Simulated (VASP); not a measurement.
# Li2RuN2 (P-3m1) in VASP: further runs

Runs on Li2RuN2. Level: PBEsol. Tasks: relaxation of cell and atoms.

All numbers are computed with VASP 6.6.1; they aren't measurements. Logs are shortened: lines on timing, memory, paths and dates and some standing lists are left out, and cuts for length are marked.

## (1) The cell of the first run

Symmetry: P-3m1, No. 164, trigonal system. The conventional cell has a = 3.164 Å, b = 3.164 Å, c = 5.211 Å, α = 90.00°, β = 90.00°, γ = 120.00°. Within 2.6 Å of Li (site symmetry 3m) lie 4 N at 1.98 to 2.22 Å and 3 Li at 2.34 Å. Ru (site symmetry -3m) has 6 N at 2.14 Å and 6 Li at 2.62 Å within 2.8 Å. Within 2.6 Å of N (site symmetry 3m) lie 4 Li at 1.98 to 2.22 Å and 3 Ru at 2.14 Å.

## (2) Relaxation of cell and atoms, PBEsol, target pressure 5 GPa, at which the enthalpy is minimised

Contents of INCAR:

```
ALGO     = Normal         # electronic algorithm
EDIFF    = 1E-7           # SCF threshold, eV
EDIFFG   = -0.01          # ionic threshold
ENCUT    = 600            # plane-wave cutoff, eV
GGA      = PS             # functional
IBRION   = 2              # ionic algorithm
ISIF     = 3              # what is computed and relaxed
ISMEAR   = -1             # smearing method
LASPH    = T              # aspherical terms in the spheres
LCHARG   = F              # write CHGCAR
LREAL    = F              # projectors in reciprocal space
LWAVE    = F              # write WAVECAR
NELM     = 100            # most SCF steps
NSW      = 50             # ionic steps
PREC     = Accurate       # precision mode
PSTRESS  = 50.0         
SIGMA    = 0.05           # smearing width, eV
```

Contents of KPOINTS:

```
k-points
0
Gamma
  8 8 4
```

Contents of POSCAR:

```
Li2RuN2
1.0
    3.1642330000      0.0000000000      0.0000000000
   -1.5821165000      2.7403061615      0.0000000000
    0.0000000000      0.0000000000      5.2114500000
Li Ru N
2 1 2
Direct
    0.6666666667      0.3333333333      0.3601800000
    0.3333333333      0.6666666667      0.6398200000
    0.0000000000      0.0000000000      0.0000000000
    0.6666666667      0.3333333333      0.7869890000
    0.3333333333      0.6666666667      0.2130110000
```

Potentials or basis: VASP PAW PBE potentials, release 64 (Li_sv, Ru_pv, N).

Run with:

```
$ cat potpaw_PBE.64/Li_sv/POTCAR potpaw_PBE.64/Ru_pv/POTCAR potpaw_PBE.64/N/POTCAR > POTCAR
$ mpirun -np 1 vasp_std > vasp.out
```

OUTCAR:

```text
EDIFF = 1E-7
   EDIFFG = -0.01
   ENCUT = 600
   GGA = PS
   IBRION = 2
   ISIF = 3
   ISMEAR = -1
   LASPH = T
   LREAL = F
   NELM = 100
   NSW = 50
   PREC = Accurate
   PSTRESS = 50.0

 ion  position               nearest neighbor table
   1  0.667  0.333  0.360-   5 1.98   5 1.98   5 1.98   2 2.34   2 2.34   2 2.34   3 2.62   3 2.62
                             3 2.62
   2  0.333  0.667  0.640-   4 1.98   4 1.98   4 1.98   1 2.34   1 2.34   1 2.34   3 2.62   3 2.62
                             3 2.62
   3  0.000  0.000  0.000-   4 2.14   5 2.14   4 2.14   5 2.14   4 2.14   5 2.14   1 2.62   2 2.62
                             2 2.62   1 2.62   1 2.62   2 2.62
   4  0.667  0.333  0.787-   2 1.98   2 1.98   2 1.98   3 2.14   3 2.14   3 2.14
   5  0.333  0.667  0.213-   1 1.98   1 1.98   1 1.98   3 2.14   3 2.14   3 2.14

  LATTYP: Found a hexagonal cell.
 ALAT       =     3.1642330000
 C/A-ratio  =     1.6469868053

  Lattice vectors:

 A1 = (   3.1642330000,   0.0000000000,   0.0000000000)
 A2 = (  -1.5821165000,   2.7403061615,   0.0000000000)
 A3 = (   0.0000000000,   0.0000000000,   5.2114500000)

Analysis of symmetry for initial positions (statically):
=====================================================================
 Subroutine PRICEL returns:
 Original cell was already a primitive cell.

 Routine SETGRP: Setting up the symmetry group for a
 hexagonal supercell.

 Subroutine GETGRP returns: Found 12 space group operations
 (whereof 12 operations were pure point group operations)
 out of a pool of 24 trial point group operations.

The static configuration has the point symmetry D_3d.

Analysis of symmetry for dynamics (positions and initial velocities):
=====================================================================
 Subroutine PRICEL returns:
 Original cell was already a primitive cell.

 Routine SETGRP: Setting up the symmetry group for a
 hexagonal supercell.

 Subroutine GETGRP returns: Found 12 space group operations
 (whereof 12 operations were pure point group operations)
 out of a pool of 24 trial point group operations.

The dynamic configuration has the point symmetry D_3d.

 Subroutine INISYM returns: Found 12 space group operations
 (whereof 12 operations are pure point group operations),
 and found     1 'primitive' translations

----------------------------------------------------------------------------------------

                                     Primitive cell

  volume of cell :      45.1883

  direct lattice vectors                    reciprocal lattice vectors
     3.164233000  0.000000000  0.000000000     0.316032353  0.182461364  0.000000000
    -1.582116500  2.740306161  0.000000000     0.000000000  0.364922728  0.000000000
     0.000000000  0.000000000  5.211450000     0.000000000  0.000000000  0.191885176

  length of vectors
     3.164233000  3.164233000  5.211450000     0.364922728  0.364922728  0.191885176

  position of ions in fractional coordinates (direct lattice)
     0.666666667  0.333333333  0.360180000
     0.333333333  0.666666667  0.639820000
     0.000000000  0.000000000  0.000000000
     0.666666667  0.333333333  0.786989000
     0.333333333  0.666666667  0.213011000

  ion indices of the primitive-cell ions
   primitive index   ion index
                 1           1
                 2           2
                 3           3
                 4           4
                 5           5

----------------------------------------------------------------------------------------

 KPOINTS: k-points

Automatic generation of k-mesh.
 Grid dimensions read from file:
 generate k-points for:    8    8    4

 Generating k-lattice:

  Cartesian coordinates                     Fractional coordinates (reciprocal lattice)
     0.039504044  0.022807670  0.000000000     0.125000000  0.000000000  0.000000000
     0.000000000  0.045615341  0.000000000     0.000000000  0.125000000  0.000000000
     0.000000000  0.000000000  0.047971294     0.000000000  0.000000000  0.250000000

  Length of vectors
[... 45 lines left out ...]
   EMIN   =  10.00;   EMAX   =-10.00  energy-range for DOS
   EFERMI =   0.00;   METHOD = LEGACY
   ISMEAR =    -1;   SIGMA  =   0.05  broadening in eV -4-tet -1-fermi 0-gaus
   EFERMI_NEDOS =   21; number of points for ismear=-14 and -15
   IALGO  =     38    algorithm
   IMIX   =      4    mixing-type and parameters
     AMIX     =   0.40;   BMIX     =  1.00
     AMIX_MAG =   1.60;   BMIX_MAG =  1.00
  volume/ion in A,a.u.               =       9.04        60.99
  Fermi-wavevector in a.u.,A,eV,Ry     =   1.428148  2.698808 27.750533  2.039607
  Thomas-Fermi vector in A             =   2.548241
   LORBIT       =      0    0 simple, 1 ext, 2 COOP (PROOUT), +10 PAW based schemes
   GGA     = PS    functional components
   LHFCALC =     F    Hartree Fock is set to
   AEXX    =    0.0000 exact exchange contribution
   IVDW    =     0    specifies the selected vdW correction
   LEPSILON=     F    determine dielectric tensor
   LRPA    =     F    only Hartree local field effects (RPA)
 conjugate gradient relaxation of ions
 non-spin polarized calculation
  energy-cutoff  :      600.00
  volume of cell :       45.19
 maximum number of plane-waves:      1521
 NGX is ok and might be reduce to    28
   NGX = 13   NGY = 13   NGZ = 21

--------------------------------------- Ionic step        1  -------------------------------------------

 number of electron      29.9999997 magnetization

 Free energy of the ion-electron system (eV)
  ---------------------------------------------------
  ext. energy  EPLUGINS =         0.00000000
  ---------------------------------------------------
  free energy    TOTEN  =       -32.10928064 eV

  energy without entropy =      -32.07126069  energy(sigma->0) =      -32.09027067

------------------------ aborting loop because EDIFF is reached ----------------------------------------

  FORCE on cell =-STRESS in cart. coord.  units (eV):
  Direction    XX          YY          ZZ          XY          YZ          ZX
  --------------------------------------------------------------------------------------
  -------------------------------------------------------------------------------------
  Total       -2.6621848     -2.6621848     -1.9313290     -0.0000000      0.0000000      0.0000000
  in kB      -94.3892777    -94.3892777    -68.4763702     -0.0000000      0.0000000      0.0000000
  external PRESSURE =    -135.7516418 kB  Pullay stress =      50.0000000 kB
[... 106 lines left out ...]
  energy  without entropy=      -32.1216475060  energy(sigma->0) =      -32.13876714

  enthalpy is  TOTEN    =       -30.8313511466 eV   P V=        1.3245356231

[... ionic steps 4 to 8 ...]

--------------------------------------- Ionic step        9  -------------------------------------------

 number of electron      30.0000011 magnetization

------------------------ aborting loop because EDIFF is reached ----------------------------------------
[... 77 lines left out ...]
--------------------------------------- Ionic step       11  -------------------------------------------

 number of electron      30.0000011 magnetization

 Free energy of the ion-electron system (eV)
  ---------------------------------------------------
  ext. energy  EPLUGINS =         0.00000000
  ---------------------------------------------------
  free energy    TOTEN  =       -32.14715219 eV

  energy without entropy =      -32.11466574  energy(sigma->0) =      -32.13090896

 E-fermi :   7.8962     XC(G=0): -12.1283

 val. band max:        7.8760323061   @ k =   0.2500   0.1250   0.2500
 cond. band min:       7.9275659305   @ k =   0.2500   0.1250   0.2500
 fundamental gap:      0.0515336243
 Fermi energy:         7.8961870452

 k-point     1 :       0.0000    0.0000    0.0000
  band No.  band energies     occupation
      1     -36.7367      2.00000
      2     -36.5453      2.00000
      3     -35.5254      2.00000
      4     -35.3729      2.00000
      5     -35.3729      2.00000
      6      -8.0694      2.00000
[... 505 lines left out ...]
      6      -6.5749      2.00000
[... 11 lines left out ...]
     18      11.2042      0.00000
     19      13.7765      0.00000

 [... further k-points ...]
[... 5 lines left out ...]
  --------------------------------------------------------------------------------------
  -------------------------------------------------------------------------------------
  Total        1.3202702      1.3202702      1.2822415     -0.0000000      0.0000000      0.0000000
  in kB       50.5198778     50.5198778     49.0647161     -0.0000000      0.0000000      0.0000000
  external PRESSURE =       0.0348239 kB  Pullay stress =      50.0000000 kB
[... 24 lines left out ...]
  energy  without entropy=      -32.1146657412  energy(sigma->0) =      -32.13090896

  enthalpy is  TOTEN    =       -30.8404683216 eV   P V=        1.3066838669

 reached required accuracy - stopping structural energy minimisation
```

It took 5.4 min on 1 thread of Intel Xeon Platinum 8259CL at 2.50GHz (Skylake/Cascade Lake), shared host; peak memory 0.21 GiB.

What came out:

| Quantity | Value |
| --- | --- |
| Free energy | -32.1472 eV |
| Relaxed volume | 8.37 Å³/atom |
| Relaxed cell | a = 3.086 Å, b = 3.086 Å, c = 5.078 Å, α = 90.00°, β = 90.00°, γ = 120.00° |
| Space group after relaxing (to 0.05 Å) | P-3m1 (No. 164) |
| Energy change on relaxing (the enthalpy is what falls) | -7.6 meV/atom |
| Ionic steps | 11 |
| Pressure after relaxing | 5.0 GPa |
| Band gap on the k mesh | zero (band 15 reaches 7.94 eV, above the bottom of band 16 at 7.47 eV) |

Step by step:
```tsv
step	energy change (eV)	largest force (eV/Å)	pressure (GPa)	volume (Å³)
1	0.0000	0.4888	-8.58	45.19
2	0.1103	0.9541	18.16	40.36
3	-0.0466	0.2284	4.47	42.44
4	-0.0449	0.2449	4.78	42.39
5	-0.0437	0.1399	4.95	42.20
6	-0.0380	0.1081	5.18	41.92
7	-0.0374	0.1088	5.20	41.90
8	-0.0394	0.0451	4.79	41.93
9	-0.0402	0.0346	4.56	41.95
10	-0.0347	0.0410	5.55	41.78
11	-0.0379	0.0014	5.00	41.87
```

Final structure:
```
Li Ru N
1.0
     3.08559    0.00000    0.00000
    -1.54279    2.67220    0.00000
     0.00000    0.00000    5.07814
Li Ru N
2 1 2
Direct
  0.66667 0.33333 0.36391
  0.33333 0.66667 0.63609
  0.00000 0.00000 0.00000
  0.66667 0.33333 0.78445
  0.33333 0.66667 0.21555
```

Levels at points of the mesh, in eV from the Fermi level:
```
           k point  band 11  band 12  band 13  band 14  band 15  band 16  band 17  band 18  band 19
(0.00, 0.00, 0.00)    -1.99    -1.99    -1.47    -1.41    -1.41    -0.42     3.34     3.34     4.83
(0.50, 0.00, 0.00)    -4.80    -3.07    -2.86    -1.53    -0.62     0.11     3.45     3.73     6.39
(0.00, 0.00, 0.50)    -3.39    -2.01    -2.01    -1.61    -1.61     0.44     3.74     3.74     5.71
(0.50, 0.00, 0.50)    -5.00    -2.68    -2.27    -1.87    -0.62     0.04     3.15     3.75     3.93
```

Caveat: the cutoff is under 1.25 times the usual one of these potentials, so pressure, stress and relaxed cells hold a basis-set (Pulay) error; the cell is relaxed towards a set pressure, so the enthalpy falls and the energy may rise; the PAW data sets were made with another functional, which shifts forces and pressure a little.

## (3) Relaxation of cell and atoms, PBEsol, target pressure 10 GPa, at which the enthalpy is minimised

Contents of INCAR:

```
ALGO     = Normal         # electronic algorithm
EDIFF    = 1E-6           # SCF threshold, eV
EDIFFG   = -0.01          # ionic threshold
ENCUT    = 600            # plane-wave cutoff, eV
GGA      = PS             # functional
IBRION   = 2              # ionic algorithm
ISIF     = 3              # what is computed and relaxed
ISMEAR   = -1             # smearing method
LASPH    = True           # aspherical terms in the spheres
LCHARG   = False          # write CHGCAR
LREAL    = False          # projectors in reciprocal space
LWAVE    = False          # write WAVECAR
NELM     = 60             # most SCF steps
NSW      = 50             # ionic steps
PREC     = Accurate       # precision mode
PSTRESS  = 100.0        
SIGMA    = 0.05           # smearing width, eV
```

KPOINTS is that of step 2.

POSCAR is that of step 2.

Potentials or basis: VASP PAW PBE potentials, release 64 (Li_sv, Ru_pv, N).

Run with:

```
$ cat potpaw_PBE.64/Li_sv/POTCAR potpaw_PBE.64/Ru_pv/POTCAR potpaw_PBE.64/N/POTCAR > POTCAR
$ mpirun -np 1 vasp_std > vasp.out
```

It took 5.4 min on 1 thread of Intel Xeon Platinum 8259CL at 2.50GHz (Skylake/Cascade Lake), shared host; peak memory 0.21 GiB.

Results (log left out):

| Item | Value |
| --- | --- |
| Free energy | -32.0936 eV |
| Relaxed volume | 8.14 Å³/atom |
| Relaxed cell | a = 3.063 Å, b = 3.063 Å, c = 5.011 Å, α = 90.00°, β = 90.00°, γ = 120.00° |
| Space group after relaxing (to 0.05 Å) | P-3m1 (No. 164) |
| Energy change on relaxing (the enthalpy is what falls) | +3.1 meV/atom |
| Ionic steps | 10 |
| Pressure after relaxing | 10.0 GPa |
| Largest force after relaxing | 0.007 eV/Å |
| Band gap on the k mesh | zero (band 15 reaches 8.27 eV, above the bottom of band 16 at 7.75 eV) |

Forces in eV/Å, atoms in the order of the input:
```
Li   0.000  0.000 -0.002
Li   0.000  0.000  0.002
Ru   0.000  0.000  0.000
N    0.000  0.000  0.007
N    0.000  0.000 -0.007
```

The path:
```tsv
step	energy change (eV)	largest force (eV/Å)	pressure (GPa)	volume (Å³)
1	0.0000	0.4882	-8.59	45.19
2	0.3686	1.5119	31.27	38.67
3	-0.0109	0.4260	9.13	41.59
4	-0.0066	0.4487	9.58	41.52
5	-0.0020	0.2321	9.85	41.18
6	0.0165	0.1776	10.25	40.76
7	0.0120	0.0692	9.71	40.79
8	0.0106	0.0481	9.43	40.80
9	0.0240	0.0542	10.89	40.59
10	0.0157	0.0067	10.01	40.72
```

Final structure:
```xyz
5
Lattice="3.0629 0.0000 0.0000 -1.5315 2.6526 0.0000 0.0000 0.0000 5.0115" Properties=species:S:1:pos:R:3 pbc="T T T"
Li    1.5315    0.8842    1.8360
Li    0.0000    1.7684    3.1755
Ru    0.0000    0.0000    0.0000
N     1.5315    0.8842    3.9149
N     0.0000    1.7684    1.0965
```

Levels at points of the mesh, in eV from the Fermi level:
| k point | band 11 | band 12 | band 13 | band 14 | band 15 | band 16 | band 17 | band 18 | band 19 |
| --- | --- | --- | --- | --- | --- | --- | --- | --- | --- |
| (0.00, 0.00, 0.00) | -2.05 | -2.05 | -1.51 | -1.45 | -1.45 | -0.47 | 3.33 | 3.33 | 5.15 |
| (0.50, 0.00, 0.00) | -4.88 | -3.15 | -2.94 | -1.60 | -0.62 | 0.14 | 3.55 | 3.78 | 6.58 |
| (0.00, 0.00, 0.50) | -3.47 | -2.07 | -2.07 | -1.68 | -1.68 | 0.43 | 3.77 | 3.77 | 6.01 |
| (0.50, 0.00, 0.50) | -5.13 | -2.72 | -2.34 | -1.96 | -0.62 | 0.07 | 3.15 | 3.87 | 4.01 |

Caveat: the cutoff is under 1.25 times the usual one of these potentials, so pressure, stress and relaxed cells hold a basis-set (Pulay) error; the cell is relaxed towards a set pressure, so the enthalpy falls and the energy may rise; the PAW data sets were made with another functional, which shifts forces and pressure a little.

## (4) Relaxation of cell and atoms, PBEsol, target pressure 20 GPa, at which the enthalpy is minimised

Contents of INCAR:

```
PREC = Accurate
ENCUT = 600
EDIFF = 1E-7
ISMEAR = -1
SIGMA = 0.05
LREAL = False
LASPH = True
NELM = 60
ALGO = Normal
ISIF = 3
LWAVE = False
LCHARG = False
GGA = PS
IBRION = 2
NSW = 50
EDIFFG = -0.01
PSTRESS = 200.0
```

Contents of KPOINTS:

```
Automatic mesh
0
Gamma
  8 8 4
```

POSCAR is that of step 3.

Run with:

```
$ cat potpaw_PBE.64/Li_sv/POTCAR potpaw_PBE.64/Ru_pv/POTCAR potpaw_PBE.64/N/POTCAR > POTCAR
$ mpirun -np 1 vasp_std > vasp.out
```

Wall time 5.9 min (1 thread of Intel Xeon Platinum 8259CL at 2.50GHz (Skylake/Cascade Lake), shared host); peak memory 0.21 GiB.

The run converged. Its results:

```yaml
Free_energy: -31.9275 eV
Relaxed_volume: 7.78 Å³/atom
Relaxed_cell: a = 3.023 Å, b = 3.023 Å, c = 4.916 Å, α = 90.00°, β = 90.00°, γ = 120.00°
Space_group_after_relaxing_to_0.05_Å: P-3m1 (No. 164)
Energy_change_on_relaxing_the_enthalpy_is_what_falls: +36.4 meV/atom
Ionic_steps: 13
Pressure_after_relaxing: 20.0 GPa
Largest_force_after_relaxing: 0.004 eV/Å
Band_gap_on_the_k_mesh: zero (band 15 reaches 8.84 eV, above the bottom of band 16 at 8.23 eV)
```

Forces in eV/Å, atoms in the order of the input:
```
Li   0.000  0.000 -0.002
Li   0.000  0.000  0.002
Ru   0.000  0.000  0.000
N    0.000  0.000 -0.004
N    0.000  0.000  0.004
```

The path:
| step | energy change (eV) | largest force (eV/Å) | pressure (GPa) | volume (Å³) |
| --- | --- | --- | --- | --- |
| 1 | 0.0000 | 0.4888 | -8.58 | 45.19 |
| 2 | 1.3219 | 2.8974 | 65.73 | 35.44 |
| 3 | 0.1114 | 0.8031 | 18.40 | 40.13 |
| 4 | 0.1232 | 0.8362 | 19.11 | 40.03 |
| 5 | 0.1380 | 0.3616 | 19.39 | 39.46 |
| 6 | 0.1882 | 0.2589 | 20.01 | 38.92 |
| 7 | 0.1830 | 0.2643 | 19.95 | 38.96 |
| 8 | 0.1866 | 0.0980 | 20.20 | 38.89 |
| 9 | 0.1909 | 0.0232 | 20.34 | 38.85 |
| 10 | 0.1772 | 0.0212 | 19.65 | 38.96 |
| 11 | 0.1815 | 0.0219 | 19.87 | 38.92 |
| 12 | 0.1819 | 0.0141 | 20.05 | 38.92 |
| 13 | 0.1818 | 0.0036 | 19.99 | 38.92 |

Final structure:
```cif
data_structure
_symmetry_space_group_name_H-M 'P 1'
_symmetry_Int_Tables_number 1
_cell_length_a 3.0234
_cell_length_b 3.0234
_cell_length_c 4.9164
_cell_angle_alpha 90.000
_cell_angle_beta 90.000
_cell_angle_gamma 120.000
_cell_volume 38.92
loop_
_atom_site_label
_atom_site_type_symbol
_atom_site_fract_x
_atom_site_fract_y
_atom_site_fract_z
_atom_site_occupancy
Li1 Li 0.66667 0.33333 0.36918 1
Li2 Li 0.33333 0.66667 0.63082 1
Ru1 Ru 0.00000 0.00000 0.00000 1
N1 N 0.66667 0.33333 0.77662 1
N2 N 0.33333 0.66667 0.22338 1
```

Levels at points of the mesh, in eV from the Fermi level:
| k point | band 12 | band 13 | band 14 | band 15 | band 16 | band 17 | band 18 | band 19 |
| --- | --- | --- | --- | --- | --- | --- | --- | --- |
| (0.00, 0.00, 0.00) | -2.15 | -1.58 | -1.53 | -1.53 | -0.54 | 3.31 | 3.31 | 5.65 |
| (0.50, 0.00, 0.00) | -3.29 | -3.08 | -1.71 | -0.62 | 0.19 | 3.75 | 3.88 | 6.88 |
| (0.00, 0.00, 0.50) | -2.18 | -2.18 | -1.79 | -1.79 | 0.42 | 3.83 | 3.83 | 6.33 |
| (0.50, 0.00, 0.50) | -2.79 | -2.46 | -2.11 | -0.62 | 0.12 | 3.16 | 4.10 | 4.12 |

Caveat: the cutoff is under 1.25 times the usual one of these potentials, so pressure, stress and relaxed cells hold a basis-set (Pulay) error; the cell is relaxed towards a set pressure, so the enthalpy falls and the energy may rise; the PAW data sets were made with another functional, which shifts forces and pressure a little.

## (5) The runs side by side

```csv
cell,gap on the mesh (eV),pressure (GPa)
relaxed to 5 GPa,none,5.0
relaxed to 10 GPa,none,10.0
relaxed to 20 GPa,none,20.0
```

Alike in all rows: task relaxation of cell and atoms; level PBEsol; potentials or basis VASP PAW PBE potentials, release 64 (Li_sv, Ru_pv, N); no spin polarisation; k mesh 8 × 8 × 4; cutoff (eV) 600; smearing fermi-dirac 0.05 eV.

Caveats: the cutoff is under 1.25 times the usual one of these potentials, so pressure, stress and relaxed cells hold a basis-set (Pulay) error; the cell is relaxed towards a set pressure, so the enthalpy falls and the energy may rise; the PAW data sets were made with another functional, which shifts forces and pressure a little.

Total energies depend on the potentials used, so only differences within one code and one set of settings carry meaning.
